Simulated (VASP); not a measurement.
# InTe3Mo (Pm-3m) in VASP: single point with PBE+U

Aim: the single point of InTe3Mo with PBE+U.

All numbers are computed with VASP 6.6.1; they aren't measurements. Logs are shortened: lines on timing, memory, paths and dates and some standing lists are left out, and cuts for length are marked.

### 1 The cell of the first run

It takes space group Pm-3m (No. 221, cubic). Conventional cell: a = 5.636 Å, b = 5.636 Å, c = 5.636 Å, α = 90.00°, β = 90.00°, γ = 90.00°. Within 3.7 Å of In (site symmetry m-3m) lie 6 Te at 2.82 Å. Te (site symmetry 4/mmm) has 2 In at 2.82 Å within 3.7 Å. Within 5.2 Å of Mo (site symmetry m-3m) lie 12 Te at 3.99 Å and 8 In at 4.88 Å.

### 2 Single point, PBE+U, collinear spin, ferrimagnetic start

INCAR reads:

```
  PREC = Accurate
  ENCUT = 500
  EDIFF = 1E-6
  ISMEAR = 0
  SIGMA = 0.1
  LREAL = F
  LASPH = T
  NELM = 200
  ALGO = Normal
  ISIF = 2
  LWAVE = F
  LCHARG = F
  ISPIN = 2
  MAGMOM = 0 -0.24 -0.24 -0.24 4.73
  LORBIT = 11
  LMAXMIX = 4
  LDAU = T
  LDAUTYPE = 2
  LDAUL = -1 -1 2
  LDAUU = 0 0 1
  LDAUJ = 0 0 0
  LDAUPRINT = 1
  GGA = PE
  NBANDS = 34
  GGA_COMPAT = F
```

KPOINTS reads:

```
Automatic mesh
0
Gamma
  8 8 8
```

POSCAR reads:

```
InTe3Mo
1.0
    5.6359677161      0.0000000000      0.0000000000
    0.0000000000      5.6359677161      0.0000000000
    0.0000000000      0.0000000000      5.6359677161
In Te Mo
1 3 1
Direct
    0.5000000000      0.5000000000      0.5000000000
    0.0000000000      0.5000000000      0.5000000000
    0.5000000000      0.0000000000      0.5000000000
    0.5000000000      0.5000000000      0.0000000000
    0.0000000000      0.0000000000      0.0000000000
```

Potentials or basis: VASP PAW PBE potentials, release 64 (In_d, Te, Mo_sv).

Started as:

```
$ cat potpaw_PBE.64/In_d/POTCAR potpaw_PBE.64/Te/POTCAR potpaw_PBE.64/Mo_sv/POTCAR > POTCAR
$ mpirun -np 1 vasp_std > vasp.out
```

OUTCAR:

```text
PREC = Accurate
   ENCUT = 500
   EDIFF = 1E-6
   ISMEAR = 0
   LREAL = F
   LASPH = T
   NELM = 200
   ISIF = 2
   ISPIN = 2
   LORBIT = 11
   GGA = PE

 ion  position               nearest neighbor table
   1  0.500  0.500  0.500-   2 2.82   3 2.82   4 2.82   4 2.82   3 2.82   2 2.82
   2  0.000  0.500  0.500-   1 2.82   1 2.82
   3  0.500  0.000  0.500-   1 2.82   1 2.82
   4  0.500  0.500  0.000-   1 2.82   1 2.82
   5  0.000  0.000  0.000-

  LATTYP: Found a simple cubic cell.
 ALAT       =     5.6359677161

  Lattice vectors:

 A1 = (   5.6359677161,   0.0000000000,   0.0000000000)
 A2 = (   0.0000000000,   5.6359677161,   0.0000000000)
 A3 = (   0.0000000000,   0.0000000000,   5.6359677161)

Analysis of symmetry for initial positions (statically):
=====================================================================
 Subroutine PRICEL returns:
 Original cell was already a primitive cell.

 Routine SETGRP: Setting up the symmetry group for a
 simple cubic supercell.

 Subroutine GETGRP returns: Found 48 space group operations
 (whereof 48 operations were pure point group operations)
 out of a pool of 48 trial point group operations.

The static configuration has the point symmetry O_h .

Analysis of symmetry for dynamics (positions and initial velocities):
=====================================================================
 Subroutine PRICEL returns:
 Original cell was already a primitive cell.

 Routine SETGRP: Setting up the symmetry group for a
 simple cubic supercell.

 Subroutine GETGRP returns: Found 48 space group operations
 (whereof 48 operations were pure point group operations)
 out of a pool of 48 trial point group operations.

The dynamic configuration has the point symmetry O_h .

Analysis of structural, dynamic, and magnetic symmetry:
=====================================================================
 Subroutine PRICEL returns:
 Original cell was already a primitive cell.

 Routine SETGRP: Setting up the symmetry group for a
 simple cubic supercell.

 Subroutine GETGRP returns: Found 48 space group operations
 (whereof 48 operations were pure point group operations)
 out of a pool of 48 trial point group operations.

The overall configuration has the point symmetry O_h .

 Subroutine INISYM returns: Found 48 space group operations
 (whereof 48 operations are pure point group operations),
 and found     1 'primitive' translations

----------------------------------------------------------------------------------------

                                     Primitive cell

  volume of cell :     179.0216

  direct lattice vectors                    reciprocal lattice vectors
     5.635967716  0.000000000  0.000000000     0.177431818  0.000000000  0.000000000
     0.000000000  5.635967716  0.000000000     0.000000000  0.177431818  0.000000000
     0.000000000  0.000000000  5.635967716     0.000000000  0.000000000  0.177431818

  length of vectors
     5.635967716  5.635967716  5.635967716     0.177431818  0.177431818  0.177431818

  position of ions in fractional coordinates (direct lattice)
     0.500000000  0.500000000  0.500000000
     0.000000000  0.500000000  0.500000000
     0.500000000  0.000000000  0.500000000
     0.500000000  0.500000000  0.000000000
     0.000000000  0.000000000  0.000000000

  ion indices of the primitive-cell ions
   primitive index   ion index
                 1           1
                 2           2
                 3           3
                 4           4
                 5           5

[... 77 lines left out ...]
   ISIF   =      2    stress and relaxation
   ISYM   =      2    0-nonsym 1-usesym 2-fastsym
   POTIM  = 0.5000    time-step for ionic-motion
   TEBEG  =    0.0;   TEEND  =   0.0 temperature during run
   PSTRESS=    0.0 pullay stress
   NELECT =      45.0000    total number of electrons
   NUPDOWN=      -1.0000    fix difference up-down
   EMIN   =  10.00;   EMAX   =-10.00  energy-range for DOS
   EFERMI =   0.00;   METHOD = LEGACY
   ISMEAR =     0;   SIGMA  =   0.10  broadening in eV -4-tet -1-fermi 0-gaus
   EFERMI_NEDOS =   21; number of points for ismear=-14 and -15
   IALGO  =     38    algorithm
   IMIX   =      4    mixing-type and parameters
     AMIX     =   0.40;   BMIX     =  1.00
     AMIX_MAG =   1.60;   BMIX_MAG =  1.00
  volume/ion in A,a.u.               =      35.80       241.62
  Fermi-wavevector in a.u.,A,eV,Ry     =   1.033183  1.952432 14.523766  1.067467
  Thomas-Fermi vector in A             =   2.167417
   LORBIT       =     11    0 simple, 1 ext, 2 COOP (PROOUT), +10 PAW based schemes
 LDA+U is selected, type is set to LDAUTYPE =  2
   angular momentum for each species LDAUL =    -1   -1    2
   U (eV)           for each species LDAUU =   0.0  0.0  1.0
   J (eV)           for each species LDAUJ =   0.0  0.0  0.0
   GGA     = PE    functional components
   LHFCALC =     F    Hartree Fock is set to
   AEXX    =    0.0000 exact exchange contribution
   IVDW    =     0    specifies the selected vdW correction
   LEPSILON=     F    determine dielectric tensor
   LRPA    =     F    only Hartree local field effects (RPA)
 spin polarized calculation
 Gauss-broadening in eV      SIGMA  =   0.10
  energy-cutoff  :      500.00
  volume of cell :      179.02
 maximum number of plane-waves:      4632
 NGX is ok and might be reduce to    42
   NGX = 21   NGY = 21   NGZ = 21

atom =   5  type =  3  l = 2

 onsite density matrix

spin component  1

  0.7634 -0.0000 -0.0000  0.0000  0.0000
 -0.0000  0.7634  0.0000 -0.0000  0.0000
 -0.0000  0.0000  0.7909  0.0000 -0.0000
  0.0000 -0.0000  0.0000  0.7634 -0.0000
  0.0000  0.0000 -0.0000 -0.0000  0.7909

spin component  2

  0.0173  0.0000  0.0000  0.0000 -0.0000
  0.0000  0.0173 -0.0000  0.0000 -0.0000
  0.0000 -0.0000  0.0103 -0.0000  0.0000
  0.0000  0.0000 -0.0000  0.0173  0.0000
 -0.0000 -0.0000  0.0000  0.0000  0.0103

 occupancies and eigenvectors

  o =  0.0103  v =  0.0000  0.0000  0.0000  0.0000  0.0000  0.0000  0.0000  1.0000  0.0000 -0.0091      0.0000  0.0000  0.0000  0.0000  0.0000  0.0000  0.0000  0.0000  0.0000  0.0000
  o =  0.0103  v =  0.0000  0.0000  0.0000  0.0000  0.0000  0.0000 -0.0000  0.0091  0.0000  1.0000      0.0000  0.0000  0.0000  0.0000  0.0000  0.0000  0.0000  0.0000  0.0000  0.0000
  o =  0.0173  v =  0.0000  0.0000  0.0000  0.0000  0.0000  0.0000  1.0000 -0.0000 -0.0070  0.0000      0.0000  0.0000  0.0000  0.0000  0.0000  0.0000  0.0000  0.0000  0.0000  0.0000
  o =  0.0173  v =  0.0000  0.0000  0.0000  0.0000  0.0000  1.0000  0.0000  0.0000  0.0000  0.0000      0.0000  0.0000  0.0000  0.0000  0.0000  0.0000  0.0000  0.0000  0.0000  0.0000
  o =  0.0173  v =  0.0000  0.0000  0.0000  0.0000  0.0000  0.0000 -0.0070  0.0000 -1.0000  0.0000      0.0000  0.0000  0.0000  0.0000  0.0000  0.0000  0.0000  0.0000  0.0000  0.0000
  o =  0.7634  v =  0.0000 -0.0139  0.0000 -0.9999  0.0000  0.0000  0.0000  0.0000  0.0000  0.0000      0.0000  0.0000  0.0000  0.0000  0.0000  0.0000  0.0000  0.0000  0.0000  0.0000
  o =  0.7634  v =  0.0000  0.9999 -0.0000 -0.0139  0.0000  0.0000  0.0000  0.0000  0.0000  0.0000      0.0000  0.0000  0.0000  0.0000  0.0000  0.0000  0.0000  0.0000  0.0000  0.0000
  o =  0.7634  v =  1.0000  0.0000  0.0000  0.0000  0.0000  0.0000  0.0000  0.0000  0.0000  0.0000      0.0000  0.0000  0.0000  0.0000  0.0000  0.0000  0.0000  0.0000  0.0000  0.0000
  o =  0.7909  v =  0.0000 -0.0000 -0.9920  0.0000  0.1266  0.0000  0.0000  0.0000  0.0000  0.0000      0.0000  0.0000  0.0000  0.0000  0.0000  0.0000  0.0000  0.0000  0.0000  0.0000
  o =  0.7909  v =  0.0000  0.0000 -0.1266 -0.0000 -0.9920  0.0000  0.0000  0.0000  0.0000  0.0000      0.0000  0.0000  0.0000  0.0000  0.0000  0.0000  0.0000  0.0000  0.0000  0.0000

 number of electron      45.0000007 magnetization       3.5345364

 Free energy of the ion-electron system (eV)
  ---------------------------------------------------
  ext. energy  EPLUGINS =         0.00000000
  ---------------------------------------------------
  free energy    TOTEN  =       -16.64555049 eV

  energy without entropy =      -16.62218938  energy(sigma->0) =      -16.63386993

 E-fermi :   4.3329     XC(G=0):  -8.7706

 val. band max:        4.3322863673   @ k =   0.3750   0.3750   0.1250
 cond. band min:       4.3427777036   @ k =   0.3750   0.1250   0.1250
 fundamental gap:      0.0104913363
 Fermi energy:         4.3329040760

 spin component 1

 k-point     1 :       0.0000    0.0000    0.0000
  band No.  band energies     occupation
      1     -57.1749      1.00000
      2     -31.4030      1.00000
      3     -31.4030      1.00000
      4     -31.4030      1.00000
      5     -10.3732      1.00000
      6     -10.3732      1.00000
[... 1769 lines left out ...]
     33      10.3142      0.00000
     34      11.2838      0.00000

 [... further k-points ...]
[... 5 lines left out ...]
  --------------------------------------------------------------------------------------
  -------------------------------------------------------------------------------------
  Total        0.2936568      0.2936568      0.2936568     -0.0000000     -0.0000000     -0.0000000
  in kB        2.6281202      2.6281202      2.6281202     -0.0000000     -0.0000000     -0.0000000
  external PRESSURE =       2.6281202 kB  Pullay stress =       0.0000000 kB

 VOLUME and BASIS-vectors are now :
 -----------------------------------------------------------------------------
  energy-cutoff  :      500.00
  volume of cell :      179.02
      direct lattice vectors                 reciprocal lattice vectors
     5.635967716  0.000000000  0.000000000     0.177431818  0.000000000  0.000000000
     0.000000000  5.635967716  0.000000000     0.000000000  0.177431818  0.000000000
     0.000000000  0.000000000  5.635967716     0.000000000  0.000000000  0.177431818

 POSITION                                       TOTAL-FORCE (eV/Angst)
 -----------------------------------------------------------------------------------
      2.81798      2.81798      2.81798         0.000000      0.000000      0.000000
      0.00000      2.81798      2.81798         0.000000      0.000000      0.000000
      2.81798      0.00000      2.81798         0.000000      0.000000      0.000000
      2.81798      2.81798      0.00000         0.000000      0.000000      0.000000
      0.00000      0.00000      0.00000         0.000000      0.000000      0.000000
 -----------------------------------------------------------------------------------
    total drift:                                0.000000     -0.000000     -0.000000

  FREE ENERGIE OF THE ION-ELECTRON SYSTEM (eV)
  ---------------------------------------------------
  free  energy   TOTEN  =       -16.6455504884 eV

  energy  without entropy=      -16.6221893755  energy(sigma->0) =      -16.63386993

 total charge

# of ion       s       p       d       tot
------------------------------------------
    1        0.869   0.683   9.925  11.476
    2        1.400   1.916   0.022   3.338
    3        1.400   1.916   0.022   3.338
    4        1.400   1.916   0.022   3.338
    5        2.116   5.972   3.915  12.003
--------------------------------------------------
tot          7.184  12.404  13.905  33.494

 magnetization (x)

# of ion       s       p       d       tot
------------------------------------------
    1        0.009   0.007  -0.005   0.011
    2       -0.003  -0.228   0.001  -0.229
    3       -0.003  -0.228   0.001  -0.229
    4       -0.003  -0.228   0.001  -0.229
    5        0.072   0.024   3.772   3.869
--------------------------------------------------
tot          0.073  -0.652   3.771   3.192
```

Wall time 12 min (1 thread of AMD EPYC 7R13, shared host); peak memory 0.49 GiB.

Results:

| Item | Value |
| --- | --- |
| Free energy | -16.6456 eV |
| Pressure | 0.3 GPa |
| Net moment | 3.53 μB per cell |
| Site moments | In +0.01; Te -0.23; Mo +3.87 μB |
| Valence electrons inside the program's atomic spheres | In 11.48; Te 3.34; Mo 12.00 |

Eigenvalues of the final occupation matrices:
```csv
site,spin,trace,eigenvalues
site 5 d,1,3.87,0.76 0.76 0.76 0.79 0.79
site 5 d,2,0.07,0.01 0.01 0.02 0.02 0.02
```

Caveat: spin-orbit coupling is left out, which moves the levels of the heavy elements; the U is typed as a test and isn't derived for this compound. The state reached can hang on the start; a lower one may exist.
